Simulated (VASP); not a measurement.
# Al2Ru (I4/mmm) in VASP: a series of runs

Al2Ru is run at these levels: r2SCAN; tasks: single point.

All numbers are computed with VASP 6.6.1; they aren't measurements. Logs are shortened: lines on timing, memory, paths and dates and some standing lists are left out, and cuts for length are marked.

### 1 The cell of the first run

The structure is tetragonal, space group I4/mmm (No. 139). The conventional cell has a = 3.121 Å, b = 3.121 Å, c = 8.444 Å, α = 90.00°, β = 90.00°, γ = 90.00°. Within 3.4 Å of Al (site symmetry 4mm) lie 5 Ru at 2.58 to 2.88 Å and 9 Al at 2.69 to 3.12 Å. Ru (site symmetry 4/mmm) has 10 Al at 2.58 to 2.88 Å and 4 Ru at 3.12 Å within 3.4 Å.

### 2 Single point, r2SCAN

The input, POSCAR:

```
Al2Ru
1.0
   -1.5604216200      1.5604216200      4.2218055900
    1.5604216200     -1.5604216200      4.2218055900
    1.5604216200      1.5604216200     -4.2218055900
Al Ru
2 1
Direct
    0.6592021900      0.6592021900      0.0000000000
    0.3407978100      0.3407978100      0.0000000000
    0.0000000000      0.0000000000      0.0000000000
```

The input, INCAR.step1:

```
PREC = Accurate ; ENCUT = 520
ISMEAR = -1 ; SIGMA = 0.02
LREAL = False ; LASPH = True
NELM = 80 ; NBANDS = 17
GGA = PE ; ALGO = Normal
EDIFF = 1E-4 ; LWAVE = True
LCHARG = False
```

The input, INCAR.step2:

```
PREC = Accurate ; ENCUT = 520
EDIFF = 1E-6 ; ISMEAR = -1
SIGMA = 0.02 ; LREAL = False
LASPH = True ; NELM = 80
ALGO = Normal ; ISIF = 2
LWAVE = False ; LCHARG = False
METAGGA = R2SCAN ; LMIXTAU = True
NBANDS = 17 ; ISTART = 1
```

The input, KPOINTS:

```
regular mesh
0
Gamma
  18 18 18
```

Potentials or basis: VASP PAW PBE potentials, release 64 (Al, Ru_pv).

The run is started by

```bash
> cat potpaw_PBE.64/Al/POTCAR potpaw_PBE.64/Ru_pv/POTCAR > POTCAR
> cp INCAR.step1 INCAR
> mpirun -np 1 vasp_std > vasp.out
> cp INCAR.step2 INCAR
> mpirun -np 1 vasp_std > vasp.out
```

OUTCAR:

```text
PREC = Accurate
   ENCUT = 520
   EDIFF = 1E-6
   ISMEAR = -1
   LREAL = False
   LASPH = True
   NELM = 80
   ISIF = 2
   METAGGA = R2SCAN
   ISTART = 1

 ion  position               nearest neighbor table
   1  0.659  0.659  0.000-   3 2.58   3 2.58   3 2.58   3 2.58   2 2.69   2 2.69   2 2.69   2 2.69
                             2 2.69   3 2.88
   2  0.341  0.341  0.000-   3 2.58   3 2.58   3 2.58   3 2.58   1 2.69   1 2.69   1 2.69   1 2.69
                             1 2.69   3 2.88
   3  0.000  0.000  0.000-   1 2.58   1 2.58   1 2.58   2 2.58   1 2.58   2 2.58   2 2.58   2 2.58
                             1 2.88   2 2.88

  LATTYP: Found a body centered tetragonal cell.
 ALAT       =     3.1208432400
 C/A-ratio  =     2.7055544065

  Lattice vectors:

 A1 = (  -1.5604216200,   1.5604216200,   4.2218055900)
 A2 = (   1.5604216200,  -1.5604216200,   4.2218055900)
 A3 = (   1.5604216200,   1.5604216200,  -4.2218055900)

Analysis of symmetry for initial positions (statically):
=====================================================================
 Subroutine PRICEL returns:
 Original cell was already a primitive cell.

 Routine SETGRP: Setting up the symmetry group for a
 body centered tetragonal supercell.

 Subroutine GETGRP returns: Found 16 space group operations
 (whereof 16 operations were pure point group operations)
 out of a pool of 16 trial point group operations.

The static configuration has the point symmetry D_4h.

Analysis of symmetry for dynamics (positions and initial velocities):
=====================================================================
 Subroutine PRICEL returns:
 Original cell was already a primitive cell.

 Routine SETGRP: Setting up the symmetry group for a
 body centered tetragonal supercell.

 Subroutine GETGRP returns: Found 16 space group operations
 (whereof 16 operations were pure point group operations)
 out of a pool of 16 trial point group operations.

The dynamic configuration has the point symmetry D_4h.

 Subroutine INISYM returns: Found 16 space group operations
 (whereof 16 operations are pure point group operations),
 and found     1 'primitive' translations

----------------------------------------------------------------------------------------

                                     Primitive cell

  volume of cell :      41.1190

  direct lattice vectors                    reciprocal lattice vectors
    -1.560421620  1.560421620  4.221805590     0.000000000  0.320426219  0.118432739
     1.560421620 -1.560421620  4.221805590     0.320426219  0.000000000  0.118432739
     1.560421620  1.560421620 -4.221805590     0.320426219  0.320426219  0.000000000

  length of vectors
     4.763766756  4.763766756  4.763766756     0.341612757  0.341612757  0.453151105

  position of ions in fractional coordinates (direct lattice)
     0.659202190  0.659202190  0.000000000
     0.340797810  0.340797810  0.000000000
     0.000000000  0.000000000  0.000000000

  ion indices of the primitive-cell ions
   primitive index   ion index
                 1           1
                 2           2
                 3           3

----------------------------------------------------------------------------------------

 KPOINTS: regular mesh

Automatic generation of k-mesh.
 Grid dimensions read from file:
 generate k-points for:   18   18   18

 Generating k-lattice:

  Cartesian coordinates                     Fractional coordinates (reciprocal lattice)
     0.000000000  0.017801457  0.006579597     0.055555556  0.000000000 -0.000000000
     0.017801457  0.000000000  0.006579597     0.000000000  0.055555556 -0.000000000
     0.017801457  0.017801457  0.000000000     0.000000000  0.000000000  0.055555556

  Length of vectors
     0.018978486  0.018978486  0.025175061

  Shift w.r.t. Gamma in fractional coordinates (k-lattice)
     0.000000000  0.000000000  0.000000000

 Subroutine IBZKPT returns following result:
 ===========================================

 Found    480 irreducible k-points:

 Following reciprocal coordinates:
            Coordinates               Weight
  0.000000  0.000000  0.000000      1.000000
  0.055556  0.000000 -0.000000      8.000000
  0.111111  0.000000 -0.000000      8.000000
  0.166667  0.000000 -0.000000      8.000000
  0.222222  0.000000 -0.000000      8.000000
  0.277778  0.000000 -0.000000      8.000000
[... 16 lines left out ...]
 -0.277778  0.055556  0.000000     16.000000
 -0.222222  0.055556  0.000000     16.000000
 [... further k-points ...]
   k-points           NKPTS =    480   k-points in BZ     NKDIM =    480   number of bands    NBANDS=     17
   number of dos      NEDOS =    301   number of ions     NIONS =      3
   total plane-waves  NPLWV =  46656
   dimension x,y,z NGX =    36 NGY =   36 NGZ =   36
   dimension x,y,z NGXF=    72 NGYF=   72 NGZF=   72
   ions per type =               2   1
   NGX,Y,Z   is equivalent  to a cutoff of  12.56, 12.56, 12.56 a.u.
   NGXF,Y,Z  is equivalent  to a cutoff of  25.13, 25.13, 25.13 a.u.
 SYSTEM =  unknown system
   PREC   = accura    normal or accurate (medium, high low for compatibility)
   ISTART =      1    job   : 0-new  1-cont  2-samecut
   ICHARG =      0    charge: 1-file 2-atom 10-const
   ISPIN  =      1    spin polarized calculation?
   LNONCOLLINEAR =      F non collinear calculations
   LSORBIT =      F    spin-orbit coupling
   LASPH  =      T    aspherical Exc in radial PAW
   ENCUT  =  520.0 eV  38.22 Ry    6.18 a.u.   8.86  8.86  8.86*2*pi/ulx,y,z
   NELM   =     80;   NELMIN=  2; NELMDL=  0     # of ELM steps
   EDIFF  = 0.1E-05   stopping-criterion for ELM
   LREAL  =      F    real-space projection
   EDIFFG = 0.1E-04   stopping-criterion for IOM
   NSW    =      0    number of steps for IOM
   IBRION =     -1    ionic relax: 0-MD 1-quasi-New 2-CG
   NFREE  =      0    steps in history (QN), initial steepest desc. (CG)
   ISIF   =      2    stress and relaxation
   ISYM   =      2    0-nonsym 1-usesym 2-fastsym
   POTIM  = 0.5000    time-step for ionic-motion
   TEBEG  =    0.0;   TEEND  =   0.0 temperature during run
   PSTRESS=    0.0 pullay stress
   NELECT =      20.0000    total number of electrons
   NUPDOWN=      -1.0000    fix difference up-down
   EMIN   =  10.00;   EMAX   =-10.00  energy-range for DOS
   EFERMI =   0.00;   METHOD = LEGACY
   ISMEAR =    -1;   SIGMA  =   0.02  broadening in eV -4-tet -1-fermi 0-gaus
   EFERMI_NEDOS =   21; number of points for ismear=-14 and -15
   IALGO  =     38    algorithm
   IMIX   =      4    mixing-type and parameters
     AMIX     =   0.40;   BMIX     =  1.00
     AMIX_MAG =   1.60;   BMIX_MAG =  1.00
  volume/ion in A,a.u.               =      13.71        92.49
  Fermi-wavevector in a.u.,A,eV,Ry     =   1.287471  2.432967 22.552766  1.657582
  Thomas-Fermi vector in A             =   2.419483
   LORBIT       =      0    0 simple, 1 ext, 2 COOP (PROOUT), +10 PAW based schemes
   METAGGA = R2SCAN    functional components
   LHFCALC =     F    Hartree Fock is set to
   AEXX    =    0.0000 exact exchange contribution
   IVDW    =     0    specifies the selected vdW correction
   LEPSILON=     F    determine dielectric tensor
   LRPA    =     F    only Hartree local field effects (RPA)
 non-spin polarized calculation
  energy-cutoff  :      520.00
  volume of cell :       41.12
 maximum number of plane-waves:      1126
   NGX = 17   NGY = 17   NGZ = 17

 number of electron      19.9999999 magnetization

 Free energy of the ion-electron system (eV)
  ---------------------------------------------------
  ext. energy  EPLUGINS =         0.00000000
  ---------------------------------------------------
  free energy    TOTEN  =       -41.17436909 eV

  energy without entropy =      -41.17427413  energy(sigma->0) =      -41.17432161

 E-fermi :  10.6445     XC(G=0): -12.8632

 val. band max:       10.5837538278   @ k =  -0.2778   0.2778   0.0000
 cond. band min:      10.6499981886   @ k =   0.5000   0.5000   0.1667
 fundamental gap:      0.0662443608
 Fermi energy:        10.6445426677

 k-point     1 :       0.0000    0.0000    0.0000
  band No.  band energies     occupation
      1     -33.4716      2.00000
      2     -33.4716      2.00000
      3     -33.3895      2.00000
      4      -0.9848      2.00000
      5       4.8334      2.00000
      6       6.6560      2.00000
[... 9 lines left out ...]
     16      17.2021      0.00000
     17      19.0142      0.00000

 k-point     2 :       0.0556    0.0000   -0.0000
  band No.  band energies     occupation
      1     -33.4761      2.00000
      2     -33.4712      2.00000
      3     -33.3891      2.00000
      4      -0.9234      2.00000
      5       4.8619      2.00000
      6       6.6766      2.00000
[... 9 lines left out ...]
     16      17.4895      0.00000
     17      19.5216      0.00000

 k-point     3 :       0.1111    0.0000   -0.0000
  band No.  band energies     occupation
      1     -33.4890      2.00000
      2     -33.4701      2.00000
      3     -33.3878      2.00000
      4      -0.7402      2.00000
      5       4.9424      2.00000
      6       6.7307      2.00000
[... 9 lines left out ...]
     16      18.0180      0.00000
     17      20.5536      0.00000

 k-point     4 :       0.1667    0.0000   -0.0000
  band No.  band energies     occupation
      1     -33.5087      2.00000
      2     -33.4683      2.00000
      3     -33.3859      2.00000
      4      -0.4390      2.00000
      5       5.0583      2.00000
      6       6.7767      2.00000
[... 9 lines left out ...]
     16      18.7214      0.00000
     17      19.9304      0.00000
[... 343 lines left out ...]
      1     -33.5817      2.00000
      2     -33.4661      2.00000
      3     -33.3781      2.00000
      4       1.0791      2.00000
      5       5.1790      2.00000
      6       6.2542      2.00000
[... 9 lines left out ...]
     16      19.9304      0.00000
     17      20.3765      0.00000

 k-point    23 :      -0.2778    0.0556    0.0000
  band No.  band energies     occupation
      1     -33.5578      2.00000
      2     -33.4683      2.00000
      3     -33.3804      2.00000
      4       0.4811      2.00000
      5       5.3932      2.00000
      6       6.3367      2.00000
[... 9 lines left out ...]
     16      19.8327      0.00000
     17      19.9317      0.00000

 k-point    24 :      -0.2222    0.0556    0.0000
  band No.  band energies     occupation
      1     -33.5323      2.00000
      2     -33.4706      2.00000
      3     -33.3830      2.00000
      4      -0.0231      2.00000
      5       5.3516      2.00000
      6       6.6061      2.00000
[... 9 lines left out ...]
     16      19.2928      0.00000
     17      19.9308      0.00000

 [... further k-points ...]
[... 5 lines left out ...]
  --------------------------------------------------------------------------------------
  -------------------------------------------------------------------------------------
  Total        0.0225636      0.0225636     -0.0267285      0.0000000     -0.0000000      0.0000000
  in kB        0.8791782      0.8791782     -1.0414625      0.0000000     -0.0000000      0.0000000
  external PRESSURE =       0.2389646 kB  Pullay stress =       0.0000000 kB

 VOLUME and BASIS-vectors are now :
 -----------------------------------------------------------------------------
  energy-cutoff  :      520.00
  volume of cell :       41.12
      direct lattice vectors                 reciprocal lattice vectors
    -1.560421620  1.560421620  4.221805590     0.000000000  0.320426219  0.118432739
     1.560421620 -1.560421620  4.221805590     0.320426219  0.000000000  0.118432739
     1.560421620  1.560421620 -4.221805590     0.320426219  0.320426219  0.000000000

 POSITION                                       TOTAL-FORCE (eV/Angst)
 -----------------------------------------------------------------------------------
      0.00000      0.00000      5.56605        -0.000000     -0.000000     -0.002883
      0.00000      0.00000      2.87756         0.000000      0.000000      0.002883
      0.00000      0.00000      0.00000         0.000000      0.000000      0.000000
 -----------------------------------------------------------------------------------
    total drift:                                0.000000     -0.000000      0.000000

  FREE ENERGIE OF THE ION-ELECTRON SYSTEM (eV)
  ---------------------------------------------------
  free  energy   TOTEN  =       -41.1743690950 eV

  energy  without entropy=      -41.1742741287  energy(sigma->0) =      -41.17432161
```

It took 16 min on 1 thread of Intel Xeon Platinum 8488C (Sapphire Rapids), shared host; peak memory 0.46 GiB.

What came out:

```yaml
Free_energy: -41.1744 eV
Pressure: 0.0 GPa
Band_gap_on_the_k_mesh: zero (bands 10 and 11 overlap by 0.04 eV)
```

Forces in eV/Å, atoms in the order of the input:
```
Al   0.000  0.000 -0.003
Al   0.000  0.000  0.003
Ru   0.000  0.000  0.000
```

Caveat: the PAW data sets were made with another functional, which shifts forces and pressure a little.

### 3 Single point, r2SCAN

POSCAR is that of step 2.

The input, INCAR.step1:

```
PREC = Accurate ; ENCUT = 520
ISMEAR = -1 ; SIGMA = 0.5
LREAL = False ; LASPH = True
NELM = 100 ; NBANDS = 17
GGA = PE ; ALGO = Normal
EDIFF = 1E-4 ; LWAVE = True
LCHARG = False
```

The input, INCAR.step2:

```
PREC = Accurate ; ENCUT = 520
EDIFF = 1E-7 ; ISMEAR = -1
SIGMA = 0.5 ; LREAL = False
LASPH = True ; NELM = 100
ALGO = Normal ; ISIF = 2
LWAVE = False ; LCHARG = False
METAGGA = R2SCAN ; LMIXTAU = True
NBANDS = 17 ; ISTART = 1
```

KPOINTS is that of step 2.

Potentials or basis: VASP PAW PBE potentials, release 64 (Al, Ru_pv).

The run is started by

```bash
> cat potpaw_PBE.64/Al/POTCAR potpaw_PBE.64/Ru_pv/POTCAR > POTCAR
> cp INCAR.step1 INCAR
> mpirun -np 1 vasp_std > vasp.out
> cp INCAR.step2 INCAR
> mpirun -np 1 vasp_std > vasp.out
```

Run time: 20 min. Hardware: 1 thread of Intel Xeon Platinum 8488C (Sapphire Rapids), shared host; peak memory 0.46 GiB.

It converged, with:

```yaml
Free_energy: -41.4807 eV
Pressure: 2.3 GPa
Largest_force: 0.079 eV/Å
```

Forces on the atoms (eV/Å):
```
Al   0.000  0.000 -0.079
Al   0.000  0.000  0.079
Ru   0.000  0.000  0.000
```

Stress tensor (GPa, compression positive):
```
3.21 0.00 0.00
0.00 3.21 0.00
0.00 0.00 0.49
```

Levels at points of the mesh, in eV from the Fermi level:
| k point | band 6 | band 7 | band 8 | band 9 | band 10 | band 11 | band 12 | band 13 | band 14 | band 15 |
| --- | --- | --- | --- | --- | --- | --- | --- | --- | --- | --- |
| (0.00, 0.00, 0.00) | -3.81 | -2.08 | -2.08 | -2.07 | -0.96 | 2.59 | 4.73 | 6.51 | 6.51 | 6.61 |
| (0.50, 0.00, 0.00) | -4.77 | -3.02 | -2.98 | -2.65 | -1.49 | 0.80 | 3.32 | 5.34 | 7.42 | 9.02 |
| (0.50, 0.50, 0.00) | -3.80 | -3.61 | -3.25 | -1.26 | -0.39 | 0.56 | 2.05 | 2.09 | 5.00 | 5.79 |
| (0.50, 0.50, 0.50) | -4.01 | -2.72 | -1.62 | -1.62 | -0.93 | 3.36 | 3.36 | 6.50 | 6.91 | 9.01 |

Caveat: so wide a smearing shifts energies and pressures; the PAW data sets were made with another functional, which shifts forces and pressure a little.
